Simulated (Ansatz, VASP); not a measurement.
# ZnS: VASP beside Ansatz

```
Zn S
1.0
     3.80696    0.00000    0.00000
    -1.90348    3.29692    0.00000
     0.00000    0.00000    6.24663
Zn S
2 2
Direct
  0.33333 0.66667 0.94379
  0.66667 0.33333 0.44379
  0.33333 0.66667 0.43121
  0.66667 0.33333 0.93121
```

Change from the starting cell: polar distortion scaled by 0.10.

Alike in both runs: task single point; functional r2SCAN; k mesh 9 × 9 × 4; no spin polarisation.

```csv
,VASP,Ansatz
version,VASP 6.6.1,Ansatz 0.2.0
potentials or method,"VASP PAW PBE potentials, release 64 (Zn, S), cutoff 520 eV","scalar-relativistic, plane waves, PAW"
occupations,"gaussian, width 0.01 eV",fixed
valence electrons in the cell,36,36
```

VASP gave:

| Property | Result |
| --- | --- |
| gap on the k mesh at the Fermi level (eV) | 3.12 |
| least direct gap on the mesh (eV) | 3.12 |
| pressure (GPa) | 5.6 |
| traceless stress, the component that is largest in VASP (GPa) | -5.48 |
| rms of the force components (eV/Å) | 0.125 |

Task: Which values does Ansatz return?

Result: gap on the k mesh at the Fermi level (eV): 3.10; least direct gap on the mesh (eV): 3.10; pressure (GPa): 5.5; traceless stress, the component that is largest in VASP (GPa): -5.39; rms of the force components (eV/Å): 0.119.

VASP's potentials were made for PBE, not for r2SCAN. Atom by atom the forces differ by 0.006 eV/Å (rms over components).
